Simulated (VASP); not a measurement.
# LaBe (Pm-3m) in VASP: relaxation of cell and atoms with PBE

Aim: the relaxation of cell and atoms of LaBe with PBE.

Everything below comes from runs of VASP 6.6.1. Logs are shortened: lines on timing, memory, paths and dates and some standing lists are left out, and cuts for length are marked.

### 1 The cell of the first run

Symmetry: Pm-3m, No. 221, cubic system. The conventional cell has a = 3.353 Å, b = 3.353 Å, c = 3.353 Å, α = 90.00°, β = 90.00°, γ = 90.00°. Within 3.8 Å of La (site symmetry m-3m) lie 8 Be at 2.90 Å and 6 La at 3.35 Å. Within 3.8 Å of Be (site symmetry m-3m) lie 8 La at 2.90 Å and 6 Be at 3.35 Å.

### 2 Relaxation of cell and atoms, PBE

INCAR reads:

```
SYSTEM = LaBe
PREC = Accurate
ENCUT = 600
EDIFF = 1E-7
ISMEAR = 0
SIGMA = 0.1
LREAL = .False.
LASPH = .True.
NELM = 200
ALGO = Normal
ISIF = 3
LWAVE = .False.
LCHARG = .False.
GGA = PE
IBRION = 2
NSW = 90
EDIFFG = -0.04
GGA_COMPAT = .False.
NELMIN = 4
LMAXMIX = 6
```

KPOINTS reads:

```
Automatic mesh
0
Gamma
  6 6 6
  0 0 0
```

POSCAR reads:

```
LaBe
1.0
    3.3533309600      0.0000000000      0.0000000000
    0.0000000000      3.3533309600      0.0000000000
    0.0000000000      0.0000000000      3.3533309600
La Be
1 1
Direct
    0.0000000000      0.0000000000      0.0000000000
    0.5000000000      0.5000000000      0.5000000000
```

Potentials or basis: VASP PAW PBE potentials, release 64 (La, Be).

Launch:

```bash
$ cat potpaw_PBE.64/La/POTCAR potpaw_PBE.64/Be/POTCAR > POTCAR
$ mpirun -np 1 vasp_std > vasp.out
```

OUTCAR:

```text
SYSTEM = LaBe
   PREC = Accurate
   ENCUT = 600
   EDIFF = 1E-7
   ISMEAR = 0
   LREAL = .False.
   LASPH = .True.
   NELM = 200
   ISIF = 3
   GGA = PE
   IBRION = 2
   NSW = 90
   EDIFFG = -0.04
   NELMIN = 4

 ion  position               nearest neighbor table
   1  0.000  0.000  0.000-   2 2.90   2 2.90   2 2.90   2 2.90   2 2.90   2 2.90   2 2.90   2 2.90

   2  0.500  0.500  0.500-   1 2.90   1 2.90   1 2.90   1 2.90   1 2.90   1 2.90   1 2.90   1 2.90

  LATTYP: Found a simple cubic cell.
 ALAT       =     3.3533309600

  Lattice vectors:

 A1 = (   3.3533309600,   0.0000000000,   0.0000000000)
 A2 = (   0.0000000000,   3.3533309600,   0.0000000000)
 A3 = (   0.0000000000,   0.0000000000,   3.3533309600)

Analysis of symmetry for initial positions (statically):
=====================================================================
 Subroutine PRICEL returns:
 Original cell was already a primitive cell.

 Routine SETGRP: Setting up the symmetry group for a
 simple cubic supercell.

 Subroutine GETGRP returns: Found 48 space group operations
 (whereof 48 operations were pure point group operations)
 out of a pool of 48 trial point group operations.

The static configuration has the point symmetry O_h .

Analysis of symmetry for dynamics (positions and initial velocities):
=====================================================================
 Subroutine PRICEL returns:
 Original cell was already a primitive cell.

 Routine SETGRP: Setting up the symmetry group for a
 simple cubic supercell.

 Subroutine GETGRP returns: Found 48 space group operations
 (whereof 48 operations were pure point group operations)
 out of a pool of 48 trial point group operations.

The dynamic configuration has the point symmetry O_h .

 Subroutine INISYM returns: Found 48 space group operations
 (whereof 48 operations are pure point group operations),
 and found     1 'primitive' translations

----------------------------------------------------------------------------------------

                                     Primitive cell

  volume of cell :      37.7076

  direct lattice vectors                    reciprocal lattice vectors
     3.353330960  0.000000000  0.000000000     0.298210947  0.000000000  0.000000000
     0.000000000  3.353330960  0.000000000     0.000000000  0.298210947  0.000000000
     0.000000000  0.000000000  3.353330960     0.000000000  0.000000000  0.298210947

  length of vectors
     3.353330960  3.353330960  3.353330960     0.298210947  0.298210947  0.298210947

  position of ions in fractional coordinates (direct lattice)
     0.000000000  0.000000000  0.000000000
     0.500000000  0.500000000  0.500000000

  ion indices of the primitive-cell ions
   primitive index   ion index
                 1           1
                 2           2

----------------------------------------------------------------------------------------

 KPOINTS: Automatic mesh

Automatic generation of k-mesh.
 Grid dimensions read from file:
 generate k-points for:    6    6    6

 Generating k-lattice:

  Cartesian coordinates                     Fractional coordinates (reciprocal lattice)
     0.049701824  0.000000000  0.000000000     0.166666667  0.000000000  0.000000000
     0.000000000  0.049701824  0.000000000     0.000000000  0.166666667  0.000000000
     0.000000000  0.000000000  0.049701824     0.000000000  0.000000000  0.166666667

  Length of vectors
     0.049701824  0.049701824  0.049701824

  Shift w.r.t. Gamma in fractional coordinates (k-lattice)
     0.000000000  0.000000000  0.000000000

 Subroutine IBZKPT returns following result:
 ===========================================

 Found     20 irreducible k-points:

 Following reciprocal coordinates:
            Coordinates               Weight
  0.000000  0.000000  0.000000      1.000000
  0.166667  0.000000  0.000000      6.000000
  0.333333  0.000000  0.000000      6.000000
  0.500000  0.000000  0.000000      3.000000
  0.166667  0.166667  0.000000     12.000000
  0.333333  0.166667  0.000000     24.000000
[... 12 lines left out ...]
  0.500000  0.500000  0.333333      6.000000
  0.500000  0.500000  0.500000      1.000000
   k-points           NKPTS =     20   k-points in BZ     NKDIM =     20   number of bands    NBANDS=     10
   number of dos      NEDOS =    301   number of ions     NIONS =      2
   total plane-waves  NPLWV =  21952
   dimension x,y,z NGX =    28 NGY =   28 NGZ =   28
   dimension x,y,z NGXF=    56 NGYF=   56 NGZF=   56
   ions per type =               1   1
   NGX,Y,Z   is equivalent  to a cutoff of  13.88, 13.88, 13.88 a.u.
   NGXF,Y,Z  is equivalent  to a cutoff of  27.76, 27.76, 27.76 a.u.
 SYSTEM =  LaBe
   PREC   = accura    normal or accurate (medium, high low for compatibility)
   ISTART =      0    job   : 0-new  1-cont  2-samecut
   ICHARG =      2    charge: 1-file 2-atom 10-const
   ISPIN  =      1    spin polarized calculation?
   LNONCOLLINEAR =      F non collinear calculations
   LSORBIT =      F    spin-orbit coupling
   LASPH  =      T    aspherical Exc in radial PAW
   ENCUT  =  600.0 eV  44.10 Ry    6.64 a.u.   6.70  6.70  6.70*2*pi/ulx,y,z
   NELM   =    200;   NELMIN=  4; NELMDL= -5     # of ELM steps
   EDIFF  = 0.1E-06   stopping-criterion for ELM
   LREAL  =      F    real-space projection
   EDIFFG = -.4E-01   stopping-criterion for IOM
   NSW    =     90    number of steps for IOM
   IBRION =      2    ionic relax: 0-MD 1-quasi-New 2-CG
   NFREE  =      1    steps in history (QN), initial steepest desc. (CG)
   ISIF   =      3    stress and relaxation
   ISYM   =      2    0-nonsym 1-usesym 2-fastsym
   POTIM  = 0.5000    time-step for ionic-motion
   TEBEG  =    0.0;   TEEND  =   0.0 temperature during run
   PSTRESS=    0.0 pullay stress
   NELECT =      13.0000    total number of electrons
   NUPDOWN=      -1.0000    fix difference up-down
   EMIN   =  10.00;   EMAX   =-10.00  energy-range for DOS
   EFERMI =   0.00;   METHOD = LEGACY
   ISMEAR =     0;   SIGMA  =   0.10  broadening in eV -4-tet -1-fermi 0-gaus
   EFERMI_NEDOS =   21; number of points for ismear=-14 and -15
   IALGO  =     38    algorithm
   IMIX   =      4    mixing-type and parameters
     AMIX     =   0.40;   BMIX     =  1.00
     AMIX_MAG =   1.60;   BMIX_MAG =  1.00
  volume/ion in A,a.u.               =      18.85       127.23
  Fermi-wavevector in a.u.,A,eV,Ry     =   1.147923  2.169260 17.928776  1.317728
  Thomas-Fermi vector in A             =   2.284601
   LORBIT       =      0    0 simple, 1 ext, 2 COOP (PROOUT), +10 PAW based schemes
   GGA     = PE    functional components
   LHFCALC =     F    Hartree Fock is set to
   AEXX    =    0.0000 exact exchange contribution
   IVDW    =     0    specifies the selected vdW correction
   LEPSILON=     F    determine dielectric tensor
   LRPA    =     F    only Hartree local field effects (RPA)
 conjugate gradient relaxation of ions
 non-spin polarized calculation
 Gauss-broadening in eV      SIGMA  =   0.10
  energy-cutoff  :      600.00
  volume of cell :       37.71
 maximum number of plane-waves:      1328
 NGX is ok and might be reduce to    28
   NGX = 13   NGY = 13   NGZ = 13

--------------------------------------- Ionic step        1  -------------------------------------------

 number of electron      12.9999998 magnetization

 Free energy of the ion-electron system (eV)
  ---------------------------------------------------
  ext. energy  EPLUGINS =         0.00000000
  ---------------------------------------------------
  free energy    TOTEN  =        -7.86386803 eV

  energy without entropy =       -7.85526944  energy(sigma->0) =       -7.85956873

 E-fermi :   8.9136     XC(G=0): -10.5850

 val. band max:        8.9121562458   @ k =   0.5000   0.5000   0.5000
 cond. band min:       8.9598858779   @ k =   0.3333   0.0000   0.0000
 fundamental gap:      0.0477296321
 Fermi energy:         8.9135644381

 k-point     1 :       0.0000    0.0000    0.0000
  band No.  band energies     occupation
      1     -23.0831      2.00000
      2      -6.0070      2.00000
      3      -6.0070      2.00000
      4      -6.0070      2.00000
      5       3.9754      2.00000
      6       8.2206      2.00000
      7       8.2206      2.00000
      8      11.5631      0.00000
      9      11.5631      0.00000
     10      11.5631      0.00000

 k-point     2 :       0.1667    0.0000    0.0000
  band No.  band energies     occupation
      1     -23.0258      2.00000
      2      -6.5828      2.00000
      3      -5.9498      2.00000
      4      -5.9498      2.00000
      5       4.5520      2.00000
      6       8.4306      2.00000
      7       8.8151      1.83616
      8      11.2308      0.00000
      9      11.3705      0.00000
     10      11.3705      0.00000
[... 290 lines left out ...]
 POSITION                                       TOTAL-FORCE (eV/Angst)
 -----------------------------------------------------------------------------------
      0.00000      0.00000      0.00000         0.000000      0.000000      0.000000
      1.81275      1.81275      1.81275        -0.000000     -0.000000      0.000000
 -----------------------------------------------------------------------------------
    total drift:                               -0.000000     -0.000000     -0.000000

  FREE ENERGIE OF THE ION-ELECTRON SYSTEM (eV)
  ---------------------------------------------------
  free  energy   TOTEN  =        -8.1954825597 eV

  energy  without entropy=       -8.1873428066  energy(sigma->0) =       -8.19141268

--------------------------------------- Ionic step        3  -------------------------------------------

 number of electron      13.0000001 magnetization

 Free energy of the ion-electron system (eV)
  ---------------------------------------------------
  ext. energy  EPLUGINS =         0.00000000
  ---------------------------------------------------
  free energy    TOTEN  =        -8.20014867 eV

  energy without entropy =       -8.19270602  energy(sigma->0) =       -8.19642734

 E-fermi :   7.0281     XC(G=0):  -9.7506

 val. band max:        6.9860225608   @ k =   0.3333   0.1667   0.1667
 cond. band min:       7.1531000963   @ k =   0.1667   0.1667   0.0000
 fundamental gap:      0.1670775355
 Fermi energy:         7.0280706922

 k-point     1 :       0.0000    0.0000    0.0000
  band No.  band energies     occupation
      1     -25.3978      2.00000
      2      -8.6358      2.00000
      3      -8.6358      2.00000
      4      -8.6358      2.00000
      5       2.0425      2.00000
      6       6.5732      2.00000
      7       6.5732      2.00000
      8       9.0861      0.00000
      9       9.0861      0.00000
     10       9.0861      0.00000

 k-point     2 :       0.1667    0.0000    0.0000
  band No.  band energies     occupation
      1     -25.3709      2.00000
      2      -8.9480      2.00000
      3      -8.6059      2.00000
      4      -8.6059      2.00000
      5       2.5006      2.00000
      6       6.7436      1.99994
      7       6.8438      1.99083
      8       8.8647      0.00000
      9       8.9758      0.00000
     10       8.9758      0.00000
[... 254 lines left out ...]
 POSITION                                       TOTAL-FORCE (eV/Angst)
 -----------------------------------------------------------------------------------
      0.00000      0.00000      0.00000         0.000000      0.000000      0.000000
      1.79645      1.79645      1.79645        -0.000000     -0.000000      0.000000
 -----------------------------------------------------------------------------------
    total drift:                               -0.000000     -0.000000     -0.000000

  FREE ENERGIE OF THE ION-ELECTRON SYSTEM (eV)
  ---------------------------------------------------
  free  energy   TOTEN  =        -8.2001486720 eV

  energy  without entropy=       -8.1927060173  energy(sigma->0) =       -8.19642734

 reached required accuracy - stopping structural energy minimisation
```

Wall time 63 s (1 thread of AMD EPYC 7R43 (Zen 3), shared host); peak memory 0.14 GiB.

Results:

| Property | Result |
| --- | --- |
| Free energy | -8.2001 eV |
| Relaxed volume | 23.19 Å³/atom |
| Relaxed cell | a = 3.593 Å, b = 3.593 Å, c = 3.593 Å, α = 90.00°, β = 90.00°, γ = 90.00° |
| Space group after relaxing (to 0.05 Å) | Pm-3m (No. 221) |
| Energy gained by relaxing | 168.1 meV/atom |
| Ionic steps | 3 |
| Pressure after relaxing | 0.1 GPa |

The path:
| step | energy change (eV) | largest force (eV/Å) | pressure (GPa) | volume (Å³) |
| --- | --- | --- | --- | --- |
| 1 | 0.0000 | 0.0000 | 14.30 | 37.71 |
| 2 | -0.3316 | 0.0000 | -1.19 | 47.65 |
| 3 | -0.3363 | 0.0000 | 0.06 | 46.38 |

Final structure:
```yaml
crystal:
  lattice:
    - [3.59290, 0.00000, 0.00000]
    - [0.00000, 3.59290, 0.00000]
    - [0.00000, 0.00000, 3.59290]
  atoms:
    - { symbol: La, position: [0.00000, 0.00000, 0.00000] }
    - { symbol: Be, position: [0.50000, 0.50000, 0.50000] }
```

Levels at points of the mesh, in eV from the Fermi level:
```tsv
k point	band 3	band 4	band 5	band 6	band 7	band 8	band 9	band 10
(0.00, 0.00, 0.00)	-15.66	-15.66	-4.99	-0.45	-0.45	2.06	2.06	2.06
(0.50, 0.00, 0.00)	-15.54	-15.54	-2.35	-1.84	0.42	1.22	1.91	2.31
(0.50, 0.50, 0.00)	-16.60	-15.44	-3.54	0.58	0.61	0.61	2.01	2.39
(0.50, 0.50, 0.50)	-16.42	-16.42	-2.22	-2.22	-2.22	-0.25	2.43	2.43
```

Caveat: the volume moved by over 15 % at a fixed basis, so the end points are rough; spin-orbit coupling is left out, which moves the levels of the heavy elements.
